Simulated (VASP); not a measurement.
# Ga8H (I-4m2) in VASP: single point with PBE

Aim: the single point of Ga8H with PBE.

All numbers are computed with VASP 6.6.1; they aren't measurements. Logs are shortened: lines on timing, memory, paths and dates and some standing lists are left out, and cuts for length are marked.

### Step 1. The cell of the first run

It takes space group I-4m2 (No. 119, tetragonal). The conventional cell has a = 5.738 Å, b = 5.738 Å, c = 9.585 Å, α = 90.00°, β = 90.00°, γ = 90.00°. Ga (site symmetry m) has 1 H at 1.97 Å within 2.6 Å. Ga (site symmetry m) has 12 Ga at 2.82 to 3.20 Å and 2 H at 3.40 Å within 3.7 Å. Within 2.6 Å of H (site symmetry -4m2) lie 4 Ga at 1.97 Å.

### Step 2. Single point, PBE

Input file INCAR:

```
SYSTEM = Ga8H
  ALGO = Normal
  EDIFF = 1E-6
  ENCUT = 520
  GGA = PE
  ISIF = 2
  ISMEAR = 0
  LASPH = .TRUE.
  LCHARG = .TRUE.
  LELF = .TRUE.
  LREAL = .FALSE.
  LVHAR = .TRUE.
  LWAVE = .FALSE.
  NBANDS = 62
  NELM = 80
  PREC = Accurate
  SIGMA = 0.1
```

Input file KPOINTS:

```
k-points
0
G
  8 8 8
  0 0 0
```

Input file POSCAR:

```
Ga8H
1.0
   -2.8691015885      2.8691015885      4.7925772031
    2.8691015885     -2.8691015885      4.7925772031
    2.8691015885      2.8691015885     -4.7925772031
Ga H
8 1
Direct
   -0.0126686809     -0.0172035666     -0.0045348857
   -0.0014649291     -0.0053870031      0.5039220740
    0.0081337952      0.5126686809     -0.0045348857
   -0.0126686809      0.4918662048      0.5045348857
    0.4906909229     -0.0053870031     -0.0039220740
    0.5053870031      0.0093090771      0.5039220740
    0.5053870031      0.5014649291     -0.0039220740
    0.5172035666      0.5126686809      0.5045348857
    0.1250000000      0.3750000000      0.2500000000
```

Potentials or basis: VASP PAW PBE potentials, release 64 (Ga_d, H).

On the command line:

```sh
$ cat potpaw_PBE.64/Ga_d/POTCAR potpaw_PBE.64/H/POTCAR > POTCAR
$ mpirun -np 1 vasp_std > vasp.out
```

OUTCAR:

```text
SYSTEM = Ga8H
   EDIFF = 1E-6
   ENCUT = 520
   GGA = PE
   ISIF = 2
   ISMEAR = 0
   LASPH = .TRUE.
   LREAL = .FALSE.
   NELM = 80
   PREC = Accurate

 ion  position               nearest neighbor table
   1  0.987  0.983  0.995-   4 2.82   6 2.87   6 2.87
   2  0.999  0.995  0.504-   5 2.82   3 2.87   3 2.87   5 2.91
   3  0.008  0.513  0.995-   8 2.82   2 2.87   2 2.87
   4  0.987  0.492  0.505-   1 2.82   7 2.87   7 2.87
   5  0.491  0.995  0.996-   2 2.82   8 2.87   8 2.87   2 2.91
   6  0.505  0.009  0.504-   7 2.82   1 2.87   1 2.87   7 2.91
   7  0.505  0.501  0.996-   6 2.82   4 2.87   4 2.87   6 2.91
   8  0.517  0.513  0.505-   3 2.82   5 2.87   5 2.87
   9  0.125  0.375  0.250-

  LATTYP: Found a body centered tetragonal cell.
 ALAT       =     5.7382031770
 C/A-ratio  =     1.6704104248

  Lattice vectors:

 A1 = (  -2.8691015885,   2.8691015885,   4.7925772031)
 A2 = (   2.8691015885,  -2.8691015885,   4.7925772031)
 A3 = (   2.8691015885,   2.8691015885,  -4.7925772031)

Analysis of symmetry for initial positions (statically):
=====================================================================
 Subroutine PRICEL returns:
 Original cell was already a primitive cell.

 Routine SETGRP: Setting up the symmetry group for a
 body centered tetragonal supercell.

 Subroutine GETGRP returns: Found  8 space group operations
 (whereof  2 operations were pure point group operations)
 out of a pool of 16 trial point group operations.

The static configuration has the point symmetry C_1h.
 The point group associated with its full space group is D_2d.

Analysis of symmetry for dynamics (positions and initial velocities):
=====================================================================
 Subroutine PRICEL returns:
 Original cell was already a primitive cell.

 Routine SETGRP: Setting up the symmetry group for a
 body centered tetragonal supercell.

 Subroutine GETGRP returns: Found  8 space group operations
 (whereof  2 operations were pure point group operations)
 out of a pool of 16 trial point group operations.

The dynamic configuration has the point symmetry C_1h.
 The point group associated with its full space group is D_2d.

 Subroutine INISYM returns: Found  8 space group operations
 (whereof  2 operations are pure point group operations),
 and found     1 'primitive' translations

[... 115 lines left out ...]
   ISYM   =      2    0-nonsym 1-usesym 2-fastsym
   POTIM  = 0.5000    time-step for ionic-motion
   TEBEG  =    0.0;   TEEND  =   0.0 temperature during run
   PSTRESS=    0.0 pullay stress
   NELECT =     105.0000    total number of electrons
   NUPDOWN=      -1.0000    fix difference up-down
   EMIN   =  10.00;   EMAX   =-10.00  energy-range for DOS
   EFERMI =   0.00;   METHOD = LEGACY
   ISMEAR =     0;   SIGMA  =   0.10  broadening in eV -4-tet -1-fermi 0-gaus
   EFERMI_NEDOS =   21; number of points for ismear=-14 and -15
   IALGO  =     38    algorithm
   IMIX   =      4    mixing-type and parameters
     AMIX     =   0.40;   BMIX     =  1.00
     AMIX_MAG =   1.60;   BMIX_MAG =  1.00
  volume/ion in A,a.u.               =      17.53       118.32
  Fermi-wavevector in a.u.,A,eV,Ry     =   1.429215  2.700825 27.792021  2.042656
  Thomas-Fermi vector in A             =   2.549193
   LORBIT       =      0    0 simple, 1 ext, 2 COOP (PROOUT), +10 PAW based schemes
   GGA     = PE    functional components
   LHFCALC =     F    Hartree Fock is set to
   AEXX    =    0.0000 exact exchange contribution
   IVDW    =     0    specifies the selected vdW correction
   LEPSILON=     F    determine dielectric tensor
   LRPA    =     F    only Hartree local field effects (RPA)
 non-spin polarized calculation
 Gauss-broadening in eV      SIGMA  =   0.10
  energy-cutoff  :      520.00
  volume of cell :      157.81
 maximum number of plane-waves:      4280
   NGX = 23   NGY = 23   NGZ = 23

 number of electron     104.9999995 magnetization

 Free energy of the ion-electron system (eV)
  ---------------------------------------------------
  ext. energy  EPLUGINS =         0.00000000
  ---------------------------------------------------
  free energy    TOTEN  =       -25.65017259 eV

  energy without entropy =      -25.63410103  energy(sigma->0) =      -25.64213681

 E-fermi :   5.2808     XC(G=0): -10.8754

 val. band max:        5.2758026864   @ k =   0.5000   0.5000   0.5000
 cond. band min:       5.2878942349   @ k =   0.3750   0.2500   0.1250
 fundamental gap:      0.0120915484
 Fermi energy:         5.2808326050

 k-point     1 :       0.0000    0.0000    0.0000
  band No.  band energies     occupation
      1      -9.9009      2.00000
      2      -9.8151      2.00000
      3      -9.7808      2.00000
      4      -9.7659      2.00000
      5      -9.7569      2.00000
      6      -9.7569      2.00000
[... 1549 lines left out ...]
     61       9.1245      0.00000
     62       9.4005      0.00000

 [... further k-points ...]

------------------------ aborting loop because EDIFF is reached ----------------------------------------

  FORCE on cell =-STRESS in cart. coord.  units (eV):
  Direction    XX          YY          ZZ          XY          YZ          ZX
  --------------------------------------------------------------------------------------
  -------------------------------------------------------------------------------------
  Total        0.0866847      0.0866847      0.1101627      0.0000000      0.0000000      0.0000000
  in kB        0.8800997      0.8800997      1.1184698      0.0000000      0.0000000      0.0000000
  external PRESSURE =       0.9595564 kB  Pullay stress =       0.0000000 kB

 VOLUME and BASIS-vectors are now :
 -----------------------------------------------------------------------------
  energy-cutoff  :      520.00
  volume of cell :      157.81
      direct lattice vectors                 reciprocal lattice vectors
    -2.869101588  2.869101588  4.792577203     0.000000000  0.174270581  0.104328001
     2.869101588 -2.869101588  4.792577203     0.174270581  0.000000000  0.104328001
     2.869101588  2.869101588 -4.792577203     0.174270581  0.174270581  0.000000000

 POSITION                                       TOTAL-FORCE (eV/Angst)
 -----------------------------------------------------------------------------------
      2.84308      2.86910      4.67115        -0.000987      0.000000     -0.003397
      1.43455      1.45706      7.13723         0.000000     -0.001941     -0.001670
      4.30365      1.40853     -2.27486         0.000000     -0.000987      0.003397
      0.02602      2.86910      4.67115         0.000987     -0.000000     -0.003397
      4.30365      1.41205      2.34465         0.000000      0.001941     -0.001670
      0.02251      2.86910      0.05164        -0.001941      0.000000      0.001670
      2.84660      2.86910      0.05164         0.001941     -0.000000      0.001670
      1.43455      1.46057      2.51772         0.000000      0.000987      0.003397
      1.43455     -0.00000      1.19814        -0.000000      0.000000     -0.000000
 -----------------------------------------------------------------------------------
    total drift:                                0.000007     -0.000007     -0.000000

  FREE ENERGIE OF THE ION-ELECTRON SYSTEM (eV)
  ---------------------------------------------------
  free  energy   TOTEN  =       -25.6501725934 eV

  energy  without entropy=      -25.6341010274  energy(sigma->0) =      -25.64213681
```

OSZICAR:

```text
N       E                     dE             d eps       ncg     rms          rms(c)
DAV:   1     0.985751941470E+03    0.98575E+03   -0.48334E+04  7506   0.318E+03
DAV:   2     0.142381620914E+03   -0.84337E+03   -0.82748E+03  7316   0.736E+02
DAV:   3    -0.154107366121E+02   -0.15779E+03   -0.15310E+03  8324   0.213E+02
DAV:   4    -0.256510862811E+02   -0.10240E+02   -0.99719E+01  8212   0.535E+01
DAV:   5    -0.260479691765E+02   -0.39688E+00   -0.39435E+00  8870   0.116E+01    0.323E+00
DAV:   6    -0.257098375382E+02    0.33813E+00   -0.70659E-01  9636   0.707E+00    0.156E+00
DAV:   7    -0.256482721796E+02    0.61565E-01   -0.29224E-01  8338   0.588E+00    0.429E-01
DAV:   8    -0.256502528022E+02   -0.19806E-02   -0.89388E-02  8098   0.363E+00    0.246E-01
DAV:   9    -0.256497492736E+02    0.50353E-03   -0.10094E-02  9070   0.177E+00    0.104E-01
DAV:  10    -0.256500454356E+02   -0.29616E-03   -0.42968E-03  8048   0.832E-01    0.440E-02
DAV:  11    -0.256501177944E+02   -0.72359E-04   -0.11638E-03  8894   0.616E-01    0.135E-02
DAV:  12    -0.256501597235E+02   -0.41929E-04   -0.43273E-04  9908   0.235E-01    0.693E-03
DAV:  13    -0.256501690495E+02   -0.93260E-05   -0.10242E-04  9440   0.137E-01    0.392E-03
DAV:  14    -0.256501726137E+02   -0.35642E-05   -0.43495E-05 10326   0.539E-02    0.160E-03
DAV:  15    -0.256501725934E+02    0.20311E-07   -0.16607E-06  5368   0.107E-02
   1 F= -.25650173E+02 E0= -.25642137E+02  d E =-.160716E-01
```

It took 19 min on 1 thread of Intel Xeon Platinum 8259CL at 2.50GHz (Skylake/Cascade Lake), shared host; peak memory 0.57 GiB.

Results:

```
Free energy            : -25.6502 eV
Pressure               : 0.1 GPa
Largest force          : 0.004 eV/Å
Band gap on the k mesh : zero (an odd number of electrons rules out a gap without spin polarisation)
```

Forces in eV/Å, atoms in the order of the input:
```
Ga  -0.001  0.000 -0.003
Ga   0.000 -0.002 -0.002
Ga   0.000 -0.001  0.003
Ga   0.001  0.000 -0.003
Ga   0.000  0.002 -0.002
Ga  -0.002  0.000  0.002
Ga   0.002  0.000  0.002
Ga   0.000  0.001  0.003
H    0.000  0.000  0.000
```
